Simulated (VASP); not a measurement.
Wanted: the native input for a VASP 6.6.1 run.

```yaml
Task: single point
Functional: LDA
Potentials_or_basis: VASP PAW LDA potentials, release 64 (Cu, O)
Cutoff: 520 eV
k_mesh: 10 × 10 × 5
Occupations: fermi-dirac, width 0.05 eV
Spin: no spin polarisation
Dipole_correction: no
Further_INCAR_settings: ALGO = Normal; EDIFF = 1e-06; NBANDS = 25
```

The structure of CuO (Tenorite) lies in POSCAR:

```
CuO
1.0
    2.3446500000     -1.7134000000      0.0000000000
    2.3446500000      1.7134000000      0.0000000000
   -0.8605543552      0.0000000000      5.0594363927
Cu O
2 2
Direct
    0.4968000000      0.0032000000      0.5000000000
    0.0032000000      0.4968000000      0.0000000000
    0.4056000000      0.5714000000      0.7537000000
    0.5714000000      0.4056000000      0.2537000000
```

These files were run (other wordings do the same):

INCAR

```
SYSTEM = CuO
PREC = Accurate
ENCUT = 520
EDIFF = 1E-6
ISMEAR = -1
SIGMA = 0.05
LREAL = .FALSE.
LASPH = .TRUE.
NELM = 80
ALGO = Normal
ISIF = 2
LWAVE = .FALSE.
LCHARG = .FALSE.
GGA = CA
NBANDS = 25
```

KPOINTS

```
regular mesh
0
G
  10 10 5
  0 0 0
```

Potentials or basis: VASP PAW LDA potentials, release 64 (Cu, O).

The run is started by

```bash
$ cat potpaw_LDA.64/Cu/POTCAR potpaw_LDA.64/O/POTCAR > POTCAR
$ mpirun -np 1 vasp_std > vasp.out
```

It gave:

```yaml
Pressure: -8.8 GPa
Largest_force: 0.784 eV/Å
Band_gap_on_the_k_mesh: zero (band 17 reaches 5.62 eV, above the bottom of band 18 at 5.01 eV)
```

Caveat: semilocal functionals often make such compounds metallic where correlation or magnetic order opens a gap, which also shifts bond lengths.

It took 46 s on 1 thread of Intel(R) Xeon(R) 6975P-C (Granite Rapids), on a shared host, peak memory 0.22 GiB.
